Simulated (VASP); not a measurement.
Set up this calculation in VASP 6.6.1, as the native input.

```yaml
Task: single point
Functional: PBE
Potentials_or_basis: VASP PAW PBE potentials, release 64 (C)
Cutoff: 520 eV
k_mesh: 9 × 9 × 6
Occupations: gaussian, width 0.02 eV
Spin: no spin polarisation
Dipole_correction: no
Further_INCAR_settings: ALGO = Normal; EDIFF = 1e-07; NBANDS = 16
```

The structure of C lies in POSCAR:

```
C
1.0
    2.5775315029      0.0000000000      0.0000000000
   -1.2887657514      2.2322077606      0.0000000000
    0.0000000000      0.0000000000      4.2430102239
C
4
Direct
    0.3333333333      0.6666666667     -0.0004408366
    0.6666666667      0.3333333333      0.4995591634
    0.3333333333      0.6666666667      0.3744408366
    0.6666666667      0.3333333333      0.8744408366
```

This cell differs from its parent crystal: strained cell.

The input as run:

INCAR

```
SYSTEM = C
ALGO = Normal
EDIFF = 1E-7
ENCUT = 520
GGA = PE
ISIF = 2
ISMEAR = 0
LASPH = .True.
LCHARG = .True.
LELF = .True.
LREAL = .False.
LVHAR = .True.
LWAVE = .False.
NBANDS = 16
NELM = 80
PREC = Accurate
SIGMA = 0.02
```

KPOINTS

```
k-points
0
Gamma
  9 9 6
  0 0 0
```

Potentials or basis: VASP PAW PBE potentials, release 64 (C).

Launch:

```console
$ cat potpaw_PBE.64/C/POTCAR > POTCAR
$ mpirun -np 1 vasp_std > vasp.out
```

Results of the run:

The pressure is -25.0 GPa and the band gap on the k mesh is 3.58 eV, indirect (least direct gap 4.73 eV).

Caveat: the cell differs from its parent crystal (strained cell).

Run time: 11 s on 1 thread of Intel(R) Xeon(R) Platinum 8488C (Sapphire Rapids), on a shared host, peak memory 0.13 GiB.
